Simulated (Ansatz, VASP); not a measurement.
Ni, level by level in two programs

```
Ni
1.0
    -1.38372    1.38372    1.38372
     1.38372   -1.38372    1.38372
     1.38372    1.38372   -1.38372
Ni
1
Direct
  0.00000 0.00000 0.00000
```

Single points on this cell with VASP 6.6.1 and Ansatz 0.2.0. Each row is one pair of runs. Alike in all rows: spin: collinear, typed start; smearing: fermi-dirac, width 0.05 eV; Ansatz's potentials, cutoff: Ansatz PAW, 420 eV.

| level | k mesh | VASP's potentials, cutoff | pressure (GPa), VASP | pressure (GPa), Ansatz | net moment per atom (μB), VASP | net moment per atom (μB), Ansatz |
| --- | --- | --- | --- | --- | --- | --- |
| B3LYP | 7 × 7 × 7 | VASP PAW PBE potentials, release 64 (Ni), 520 eV | 10.1 | 9.8 | 0.53 | 0.53 |
| PBEsol | 11 × 11 × 11 | VASP PAW PBE potentials, release 64 (Ni_sv_GW), 690 eV | ? | -0.4 | ? | 0.80 |
| PBE | 11 × 11 × 11 | VASP PAW PBE potentials, release 64 (Ni_sv_GW), 690 eV | 8.8 | 9.9 | 0.80 | 0.80 |

Fill in what VASP gave in row 2.

pressure (GPa): -1.4; net moment per atom (μB): 0.80.

VASP's potentials hold 10 valence electrons a cell and Ansatz's 18 in some rows, so a difference there can come from the potentials and not from the codes.

The k mesh is coarse in some rows, so the values compare programs but aren't converged. Noted on Ansatz's runs: the magnetic or orbital state may not be the lowest.
